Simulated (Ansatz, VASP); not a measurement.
One calculation of TiTe2, two programs

The input INCAR:

```
SYSTEM = TiTe2
PREC = Accurate
ENCUT = 520
EDIFF = 1E-7
ISMEAR = 0
SIGMA = 0.020999999999999998
LREAL = .False.
LASPH = .True.
NELM = 60
ALGO = Normal
ISIF = 2
LWAVE = .False.
LCHARG = .True.
GGA = PE
LELF = .True.
LVHAR = .True.
NBANDS = 19
```

KPOINTS

```
regular mesh
0
Gamma
  8 8 4
  0 0 0
```

The input POSCAR:

```
TiTe2
1.0
    3.7770000000      0.0000000000      0.0000000000
   -1.8885000000      3.2709779501      0.0000000000
    0.0000000000      0.0000000000      6.4980000000
Te Ti
2 1
Direct
    0.3333333333      0.6666666667      0.7372000000
    0.6666666667      0.3333333333      0.2628000000
    0.0000000000      0.0000000000      0.0000000000
```

Contents of input.yaml:

```yaml
crystal:
  lattice:
    - [3.777, 0.0, 0.0]
    - [-1.8885, 3.2709779501, 0.0]
    - [0.0, 0.0, 6.498]
  atoms:
    - { symbol: Te, position: [0.3333333333, 0.6666666667, 0.7372] }
    - { symbol: Te, position: [0.6666666667, 0.3333333333, 0.2628] }
    - { symbol: Ti, position: [0.0, 0.0, 0.0] }
hamiltonian:
  xc: pbe
  pseudopotentials: { kind: paw }
kpoints:
  mp_grid: { grid: [8, 8, 4] }
scf:
  occupations: { method: gaussian, width: 0.021 }
output:
  forces: true
  stress: true
  eigenvalues: true
```

Alike in both runs: task single point; functional PBE; k mesh 8 × 8 × 4; occupations gaussian, width 0.021 eV; no spin polarisation.

|  | VASP | Ansatz |
| --- | --- | --- |
| version | VASP 6.6.1 | Ansatz 0.2.0 |
| potentials or method | VASP PAW PBE potentials, release 64 (Te, Ti_sv) | Ansatz PAW |
| plane-wave cutoff (eV) | 520 | 420 |
| valence electrons in the cell | 24 | 44 |

|  | VASP | Ansatz | Ansatz less VASP |
| --- | --- | --- | --- |
| gap on the k mesh at the Fermi level (eV) | none | none | - |
| pressure (GPa) | 0.9 | 0.9 | +0.01 |
| traceless stress, the component that is largest in VASP (GPa) | 0.37 | 0.37 | -0.002 |
| rms of the force components (eV/Å) | 0.009 | 0.005 | -0.0042 |

Atom by atom the forces differ by 0.004 eV/Å (rms over components). A gap of «none» marks a metal or a gap that the smearing closes. The functional is the same, so the differences come from potentials, cutoffs and numerics. VASP's potentials hold 24 valence electrons a cell and Ansatz's 44, so a difference there can come from the potentials and not from the codes.

Neither program's run includes spin-orbit coupling.
